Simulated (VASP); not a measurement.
# Sm (Fd-3m) in VASP: single point with PBE

Aim: the single point of Sm with PBE.

Program: VASP 6.6.1. These are calculated values, not measurements. Logs are shortened: lines on timing, memory, paths and dates and some standing lists are left out, and cuts for length are marked.

### Step 1. The cell of the first run

It takes space group Fd-3m (No. 227, cubic). The conventional cell has a = 5.511 Å, b = 5.511 Å, c = 5.511 Å, α = 90.00°, β = 90.00°, γ = 90.00°. Within 3.2 Å of Sm (site symmetry -43m) lie 4 Sm at 2.39 Å.

This isn't the form of Sm at room conditions, which is rhombohedral.

### Step 2. Single point, PBE

Input file INCAR:

```
SYSTEM = Sm
PREC = Accurate
ENCUT = 520
EDIFF = 1E-7
ISMEAR = -1
SIGMA = 0.06122561905347299
LREAL = .False.
LASPH = .True.
NELM = 80
ALGO = Normal
ISIF = 2
LWAVE = .False.
LCHARG = .False.
GGA = PE
NBANDS = 23
```

Input file KPOINTS:

```
Automatic mesh
0
Gamma
  34 34 34
  0 0 0
```

Input file POSCAR:

```
Sm
1.0
    0.0000000000      2.7555528571      2.7555528571
    2.7555528571      0.0000000000      2.7555528571
    2.7555528571      2.7555528571      0.0000000000
Sm
2
Direct
    0.0000000000      0.0000000000      0.0000000000
    0.2500000000      0.2500000000      0.2500000000
```

Potentials or basis: VASP PAW PBE potentials, release 64 (Sm).

Started as:

```bash
$ cat potpaw_PBE.64/Sm/POTCAR > POTCAR
$ mpirun -np 1 vasp_std > vasp.out
```

OUTCAR:

```text
SYSTEM = Sm
   PREC = Accurate
   ENCUT = 520
   EDIFF = 1E-7
   ISMEAR = -1
   LREAL = .False.
   LASPH = .True.
   NELM = 80
   ISIF = 2
   GGA = PE

 ion  position               nearest neighbor table
   1  0.000  0.000  0.000-   2 2.39   2 2.39   2 2.39   2 2.39
   2  0.250  0.250  0.250-   1 2.39   1 2.39   1 2.39   1 2.39

  LATTYP: Found a face centered cubic cell.
 ALAT       =     5.5111057142

  Lattice vectors:

 A1 = (   0.0000000000,   2.7555528571,   2.7555528571)
 A2 = (   2.7555528571,   0.0000000000,   2.7555528571)
 A3 = (   2.7555528571,   2.7555528571,   0.0000000000)

Analysis of symmetry for initial positions (statically):
=====================================================================
 Subroutine PRICEL returns:
 Original cell was already a primitive cell.

 Routine SETGRP: Setting up the symmetry group for a
 face centered cubic supercell.

 Subroutine GETGRP returns: Found 48 space group operations
 (whereof 24 operations were pure point group operations)
 out of a pool of 48 trial point group operations.

The static configuration has the point symmetry T_d .
 The point group associated with its full space group is O_h .

Analysis of symmetry for dynamics (positions and initial velocities):
=====================================================================
 Subroutine PRICEL returns:
 Original cell was already a primitive cell.

 Routine SETGRP: Setting up the symmetry group for a
 face centered cubic supercell.

 Subroutine GETGRP returns: Found 48 space group operations
 (whereof 24 operations were pure point group operations)
 out of a pool of 48 trial point group operations.

The dynamic configuration has the point symmetry T_d .
 The point group associated with its full space group is O_h .

 Subroutine INISYM returns: Found 48 space group operations
 (whereof 24 operations are pure point group operations),
 and found     1 'primitive' translations

----------------------------------------------------------------------------------------

                                     Primitive cell

  volume of cell :      41.8462

  direct lattice vectors                    reciprocal lattice vectors
     0.000000000  2.755552857  2.755552857    -0.181451791  0.181451791  0.181451791
     2.755552857  0.000000000  2.755552857     0.181451791 -0.181451791  0.181451791
     2.755552857  2.755552857  0.000000000     0.181451791  0.181451791 -0.181451791

  length of vectors
     3.896940222  3.896940222  3.896940222     0.314283720  0.314283720  0.314283720

  position of ions in fractional coordinates (direct lattice)
     0.000000000  0.000000000  0.000000000
     0.250000000  0.250000000  0.250000000

  ion indices of the primitive-cell ions
   primitive index   ion index
                 1           1
                 2           2

----------------------------------------------------------------------------------------

 KPOINTS: Automatic mesh

Automatic generation of k-mesh.
 Grid dimensions read from file:
 generate k-points for:   34   34   34

 Generating k-lattice:

  Cartesian coordinates                     Fractional coordinates (reciprocal lattice)
    -0.005336817  0.005336817  0.005336817     0.029411765  0.000000000  0.000000000
     0.005336817 -0.005336817  0.005336817     0.000000000  0.029411765  0.000000000
     0.005336817  0.005336817 -0.005336817     0.000000000  0.000000000  0.029411765

  Length of vectors
     0.009243639  0.009243639  0.009243639

  Shift w.r.t. Gamma in fractional coordinates (k-lattice)
     0.000000000  0.000000000  0.000000000

 Subroutine IBZKPT returns following result:
 ===========================================

 Found   1059 irreducible k-points:

 Following reciprocal coordinates:
            Coordinates               Weight
  0.000000  0.000000  0.000000      1.000000
  0.029412  0.000000  0.000000      8.000000
  0.058824  0.000000  0.000000      8.000000
  0.088235  0.000000  0.000000      8.000000
  0.117647  0.000000  0.000000      8.000000
  0.147059  0.000000  0.000000      8.000000
[... 16 lines left out ...]
  0.147059  0.029412  0.000000     24.000000
  0.176471  0.029412  0.000000     24.000000
 [... further k-points ...]
   k-points           NKPTS =   1059   k-points in BZ     NKDIM =   1059   number of bands    NBANDS=     23
   number of dos      NEDOS =    301   number of ions     NIONS =      2
   total plane-waves  NPLWV =  27000
   dimension x,y,z NGX =    30 NGY =   30 NGZ =   30
   dimension x,y,z NGXF=    60 NGYF=   60 NGZF=   60
   ions per type =               2
   NGX,Y,Z   is equivalent  to a cutoff of  12.80, 12.80, 12.80 a.u.
   NGXF,Y,Z  is equivalent  to a cutoff of  25.60, 25.60, 25.60 a.u.
 SYSTEM =  Sm
   PREC   = accura    normal or accurate (medium, high low for compatibility)
   ISTART =      0    job   : 0-new  1-cont  2-samecut
   ICHARG =      2    charge: 1-file 2-atom 10-const
   ISPIN  =      1    spin polarized calculation?
   LNONCOLLINEAR =      F non collinear calculations
   LSORBIT =      F    spin-orbit coupling
   LASPH  =      T    aspherical Exc in radial PAW
   ENCUT  =  520.0 eV  38.22 Ry    6.18 a.u.   7.25  7.25  7.25*2*pi/ulx,y,z
   NELM   =     80;   NELMIN=  2; NELMDL= -5     # of ELM steps
   EDIFF  = 0.1E-06   stopping-criterion for ELM
   LREAL  =      F    real-space projection
   EDIFFG = 0.1E-05   stopping-criterion for IOM
   NSW    =      0    number of steps for IOM
   IBRION =     -1    ionic relax: 0-MD 1-quasi-New 2-CG
   NFREE  =      0    steps in history (QN), initial steepest desc. (CG)
   ISIF   =      2    stress and relaxation
   ISYM   =      2    0-nonsym 1-usesym 2-fastsym
   POTIM  = 0.5000    time-step for ionic-motion
   TEBEG  =    0.0;   TEEND  =   0.0 temperature during run
   PSTRESS=    0.0 pullay stress
   NELECT =      32.0000    total number of electrons
   NUPDOWN=      -1.0000    fix difference up-down
   EMIN   =  10.00;   EMAX   =-10.00  energy-range for DOS
   EFERMI =   0.00;   METHOD = LEGACY
   ISMEAR =    -1;   SIGMA  =   0.06  broadening in eV -4-tet -1-fermi 0-gaus
   EFERMI_NEDOS =   21; number of points for ismear=-14 and -15
   IALGO  =     38    algorithm
   IMIX   =      4    mixing-type and parameters
     AMIX     =   0.40;   BMIX     =  1.00
     AMIX_MAG =   1.60;   BMIX_MAG =  1.00
  volume/ion in A,a.u.               =      20.92       141.20
  Fermi-wavevector in a.u.,A,eV,Ry     =   1.497061  2.829035 30.493252  2.241191
  Thomas-Fermi vector in A             =   2.608997
   LORBIT       =      0    0 simple, 1 ext, 2 COOP (PROOUT), +10 PAW based schemes
   GGA     = PE    functional components
   LHFCALC =     F    Hartree Fock is set to
   AEXX    =    0.0000 exact exchange contribution
   IVDW    =     0    specifies the selected vdW correction
   LEPSILON=     F    determine dielectric tensor
   LRPA    =     F    only Hartree local field effects (RPA)
 non-spin polarized calculation
  energy-cutoff  :      520.00
  volume of cell :       41.85
 maximum number of plane-waves:      1158
 NGX is ok and might be reduce to    30
   NGX = 15   NGY = 15   NGZ = 15

 number of electron      32.0000001 magnetization

 Free energy of the ion-electron system (eV)
  ---------------------------------------------------
  ext. energy  EPLUGINS =         0.00000000
  ---------------------------------------------------
  free energy    TOTEN  =       -10.32356588 eV

  energy without entropy =      -10.17859804  energy(sigma->0) =      -10.25108196

 E-fermi :   4.7546     XC(G=0): -12.0013

 val. band max:        4.7545614809   @ k =  -0.1471   0.1471   0.0000
 cond. band min:       4.7546188993   @ k =   0.3824   0.2941   0.0882
 fundamental gap:      0.0000574184
 Fermi energy:         4.7545845357

 k-point     1 :       0.0000    0.0000    0.0000
  band No.  band energies     occupation
      1     -36.2731      2.00000
      2     -32.3070      2.00000
      3     -16.3231      2.00000
      4     -16.3231      2.00000
      5     -16.3231      2.00000
      6     -12.5701      2.00000
[... 15 lines left out ...]
     22       5.6063      0.00000
     23       5.6063      0.00000

 k-point     2 :       0.0294    0.0000    0.0000
  band No.  band energies     occupation
      1     -36.2680      2.00000
      2     -32.3154      2.00000
      3     -16.3291      2.00000
      4     -16.3291      2.00000
      5     -16.3231      2.00000
      6     -12.5634      2.00000
[... 15 lines left out ...]
     22       5.6061      0.00000
     23       5.6156      0.00000

 k-point     3 :       0.0588    0.0000    0.0000
  band No.  band energies     occupation
      1     -36.2528      2.00000
      2     -32.3403      2.00000
      3     -16.3464      2.00000
      4     -16.3464      2.00000
      5     -16.3232      2.00000
      6     -12.5430      2.00000
[... 15 lines left out ...]
     22       5.6053      0.00000
     23       5.6393      0.00000

 k-point     4 :       0.0882    0.0000    0.0000
  band No.  band energies     occupation
      1     -36.2276      2.00000
      2     -32.3812      2.00000
      3     -16.3743      2.00000
      4     -16.3743      2.00000
      5     -16.3239      2.00000
      6     -12.5088      2.00000
[... 15 lines left out ...]
     22       5.6040      0.00000
     23       5.6756      0.00000

 k-point     5 :       0.1176    0.0000    0.0000
  band No.  band energies     occupation
      1     -36.1928      2.00000
      2     -32.4373      2.00000
      3     -16.4110      2.00000
      4     -16.4110      2.00000
      5     -16.3259      2.00000
      6     -12.4606      2.00000
[... 434 lines left out ...]
 k-point    22 :       0.1176    0.0294    0.0000
  band No.  band energies     occupation
      1     -36.2009      2.00000
      2     -32.4242      2.00000
      3     -16.4245      2.00000
      4     -16.4115      2.00000
      5     -16.2927      2.00000
      6     -12.5334      2.00000
[... 15 lines left out ...]
     22       5.6054      0.00000
     23       5.6598      0.00000

 k-point    23 :       0.1471    0.0294    0.0000
  band No.  band energies     occupation
      1     -36.1599      2.00000
      2     -32.4895      2.00000
      3     -16.4694      2.00000
      4     -16.4518      2.00000
      5     -16.2926      2.00000
      6     -12.4884      2.00000
[... 15 lines left out ...]
     22       5.6032      0.00000
     23       5.6840      0.00000

 k-point    24 :       0.1765    0.0294    0.0000
  band No.  band energies     occupation
      1     -36.1101      2.00000
      2     -32.5676      2.00000
      3     -16.5188      2.00000
      4     -16.4984      2.00000
      5     -16.2953      2.00000
      6     -12.4302      2.00000
[... 15 lines left out ...]
     22       5.6005      0.00000
     23       5.6961      0.00000

 [... further k-points ...]
[... 5 lines left out ...]
  --------------------------------------------------------------------------------------
  -------------------------------------------------------------------------------------
  Total        0.5182884      0.5182884      0.5182884      0.0000000      0.0000000      0.0000000
  in kB       19.8438443     19.8438443     19.8438443      0.0000000      0.0000000      0.0000000
  external PRESSURE =      19.8438443 kB  Pullay stress =       0.0000000 kB

 VOLUME and BASIS-vectors are now :
 -----------------------------------------------------------------------------
  energy-cutoff  :      520.00
  volume of cell :       41.85
      direct lattice vectors                 reciprocal lattice vectors
     0.000000000  2.755552857  2.755552857    -0.181451791  0.181451791  0.181451791
     2.755552857  0.000000000  2.755552857     0.181451791 -0.181451791  0.181451791
     2.755552857  2.755552857  0.000000000     0.181451791  0.181451791 -0.181451791

 POSITION                                       TOTAL-FORCE (eV/Angst)
 -----------------------------------------------------------------------------------
      0.00000      0.00000      0.00000         0.000000      0.000000      0.000000
      1.37778      1.37778      1.37778        -0.000000     -0.000000     -0.000000
 -----------------------------------------------------------------------------------
    total drift:                                0.000000      0.000000     -0.000000

  FREE ENERGIE OF THE ION-ELECTRON SYSTEM (eV)
  ---------------------------------------------------
  free  energy   TOTEN  =       -10.3235658751 eV

  energy  without entropy=      -10.1785980427  energy(sigma->0) =      -10.25108196
```

It took 24 min on 1 thread of AMD EPYC 9R45 (Zen 5), shared host; peak memory 0.99 GiB.

What came out:

| Property | Result |
| --- | --- |
| Free energy | -10.3236 eV |
| Pressure | 2.0 GPa |
| Band gap on the k mesh | zero (bands 16 and 17 overlap by 0.52 eV) |

Levels at points of the mesh, in eV from the Fermi level:
```tsv
k point	band 12	band 13	band 14	band 15	band 16	band 17	band 18	band 19	band 20	band 21
(0.00, 0.00, 0.00)	-0.51	-0.45	-0.45	-0.45	-0.40	-0.40	-0.04	0.67	0.67	0.67
(0.50, 0.00, 0.00)	-1.03	-0.77	-0.77	-0.47	-0.01	0.39	0.39	0.54	0.54	0.78
(0.50, 0.50, 0.00)	-1.02	-0.64	-0.64	-0.33	-0.33	-0.01	-0.01	0.39	0.39	0.75
```

Caveat: spin-orbit coupling is left out, which moves the levels of the heavy elements; semilocal functionals describe open f shells poorly, which spoils levels, moments and volumes.
